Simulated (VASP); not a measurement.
# In9P7 (a cell with a defect) in VASP: a series of runs, part 2 of 2

VASP 6.6.1. The steps go on from the part before.

### 3 Relaxation of the atoms, PBE

INCAR reads:

```
PREC = Accurate
ENCUT = 520
EDIFF = 1E-6
ISMEAR = 0
SIGMA = 0.02
LREAL = Auto
LASPH = T
NELM = 60
ALGO = Fast
ISIF = 2
LWAVE = F
LCHARG = F
GGA = PE
IBRION = 2
NSW = 65
EDIFFG = -0.025
NELECT = 154.0
```

KPOINTS reads:

```
Automatic mesh
0
Gamma
  3 3 3
```

POSCAR reads:

```
In9P7
1.0
    0.0000000000      5.9597880294     -5.9597880294
    5.9597880294      5.9597880294      0.0000000000
    5.9597880294      0.0000000000     -5.9597880294
In P
9 7
Direct
    0.5033520874      0.5033520874     -0.0100562623
    0.4985506640      0.0004831120      0.0004831120
    1.0004831120      0.4985506640      0.0004831120
    1.0004831120      0.0004831120      0.0004831120
    0.5033520874      0.5033520874      0.5033520874
    0.5033520874     -0.0100562623      0.5033520874
    0.9899437377      0.5033520874      0.5033520874
    1.0004831120      0.0004831120      0.4985506640
    0.3750000000      0.3750000000      0.3750000000
    0.3755791673      0.8744208327      0.3755791673
    0.8744208327      0.3755791673      0.3755791673
    0.8744208327      0.8744208327      0.3755791673
    0.3755791673      0.3755791673      0.8744208327
    0.3755791673      0.8744208327      0.8744208327
    0.8744208327      0.3755791673      0.8744208327
    0.8750000000      0.8750000000      0.8750000000
```

Potentials or basis: VASP PAW PBE potentials, release 64 (In_d, P).

Launch:

```bash
cat potpaw_PBE.64/In_d/POTCAR potpaw_PBE.64/P/POTCAR > POTCAR
mpirun -np 1 vasp_std > vasp.out
```

OUTCAR:

```text
PREC = Accurate
   ENCUT = 520
   EDIFF = 1E-6
   ISMEAR = 0
   LREAL = Auto
   LASPH = T
   NELM = 60
   ISIF = 2
   GGA = PE
   IBRION = 2
   NSW = 65
   EDIFFG = -0.025
   NELECT = 154.0

 ion  position               nearest neighbor table
   1  0.503  0.503  0.990-  13 2.55  14 2.55  15 2.55   9 2.65
   2  0.499  0.000  0.000-  14 2.58  13 2.58  10 2.58  16 2.59
   3  0.000  0.499  0.000-  15 2.58  13 2.58  11 2.58  16 2.59
   4  0.000  0.000  0.000-  12 2.58  14 2.58  15 2.58  16 2.59
   5  0.503  0.503  0.503-  10 2.55  11 2.55  13 2.55   9 2.65
   6  0.503  0.990  0.503-  10 2.55  12 2.55  14 2.55   9 2.65
[... 8 lines left out ...]
  15  0.874  0.376  0.874-   1 2.55   7 2.55   3 2.58   4 2.58
  16  0.875  0.875  0.875-   4 2.59   3 2.59   2 2.59   8 2.59

  LATTYP: Found a face centered cubic cell.
 ALAT       =    11.9195760588

[... 497 lines left out ...]
  ---------------------------------------------------
  free energy    TOTEN  =       -50.25669450 eV

  energy without entropy =      -50.25555182  energy(sigma->0) =      -50.25612316

 E-fermi :   6.0853     XC(G=0):  -9.2828

 val. band max:        6.0792240397   @ k =   0.0000   0.0000   0.0000
 cond. band min:       6.1927903903   @ k =   0.0000   0.0000   0.0000
 fundamental gap:      0.1135663506
 Fermi energy:         6.0853151063

 k-point     1 :       0.0000    0.0000    0.0000
  band No.  band energies     occupation
      1      -9.6729      2.00000
      2      -9.6112      2.00000
      3      -9.6112      2.00000
      4      -9.5736      2.00000
      5      -9.5736      2.00000
      6      -9.5736      2.00000
[... 357 lines left out ...]
     88       8.8901      0.00000
     89       8.9597      0.00000
 [bands above 89 left out]

------------------------ aborting loop because EDIFF is reached ----------------------------------------

  FORCE on cell =-STRESS in cart. coord.  units (eV):
  Direction    XX          YY          ZZ          XY          YZ          ZX
  --------------------------------------------------------------------------------------
  -------------------------------------------------------------------------------------
  Total       29.5750333     29.5750333     29.5750333     -0.0000000      0.0000000      0.0000000
  in kB      111.9214656    111.9214656    111.9214656     -0.0000000      0.0000000      0.0000000
  external PRESSURE =     111.9214656 kB  Pullay stress =       0.0000000 kB
[... 31 lines left out ...]
  FREE ENERGIE OF THE ION-ELECTRON SYSTEM (eV)
  ---------------------------------------------------
  free  energy   TOTEN  =       -50.2566945033 eV

  energy  without entropy=      -50.2555518195  energy(sigma->0) =      -50.25612316

 reached required accuracy - stopping structural energy minimisation
```

Run time: 60 min. Hardware: 1 thread of Oxide Virtual Turin-like, shared host; peak memory 0.64 GiB.

What came out:

* Free energy: -50.2567 eV
* Energy gained by relaxing: 3.8 meV/atom
* Ionic steps: 7
* Largest force after relaxing: 0.019 eV/Å

Forces in eV/Å, atoms in the order of the input:
```
In  -0.005  0.005  0.005
In   0.011 -0.011  0.011
In  -0.011 -0.011 -0.011
In   0.011  0.011 -0.011
In   0.005  0.005 -0.005
In  -0.005 -0.005 -0.005
In   0.005 -0.005  0.005
In  -0.011  0.011  0.011
In   0.000  0.000  0.000
P    0.000  0.000 -0.013
P    0.013  0.000  0.000
P    0.000 -0.013  0.000
P    0.000  0.013  0.000
P   -0.013  0.000  0.000
P    0.000  0.000  0.013
P    0.000  0.000  0.000
```

The path:
```tsv
step	energy change (eV)	largest force (eV/Å)	pressure (GPa)
1	0.0000	0.5401	11.12
2	-0.0452	0.2727	11.13
3	-0.0550	0.1886	11.20
4	-0.0583	0.0872	11.17
5	-0.0583	0.0878	11.19
6	-0.0609	0.0395	11.18
7	-0.0616	0.0194	11.19
```

Final structure:
```
CELL_PARAMETERS angstrom
0.00000 5.95979 -5.95979
5.95979 5.95979 0.00000
5.95979 0.00000 -5.95979
ATOMIC_POSITIONS crystal
In 0.50098 0.50098 0.99705
In 0.49620 0.00127 0.00127
In 0.00127 0.49620 0.00127
In 0.00127 0.00127 0.00127
In 0.50098 0.50098 0.50098
In 0.50098 0.99705 0.50098
In 0.99705 0.50098 0.50098
In 0.00127 0.00127 0.49620
In 0.37500 0.37500 0.37500
P 0.37665 0.87335 0.37665
P 0.87335 0.37665 0.37665
P 0.87335 0.87335 0.37665
P 0.37665 0.37665 0.87335
P 0.37665 0.87335 0.87335
P 0.87335 0.37665 0.87335
P 0.87500 0.87500 0.87500
```

Caveat: the cell carries a net charge on a neutralising background, which shifts energy and pressure; the cell is charged against a uniform background, so pressure and absolute levels hang on convention; spin-orbit coupling is left out, which moves the levels of the heavy elements.
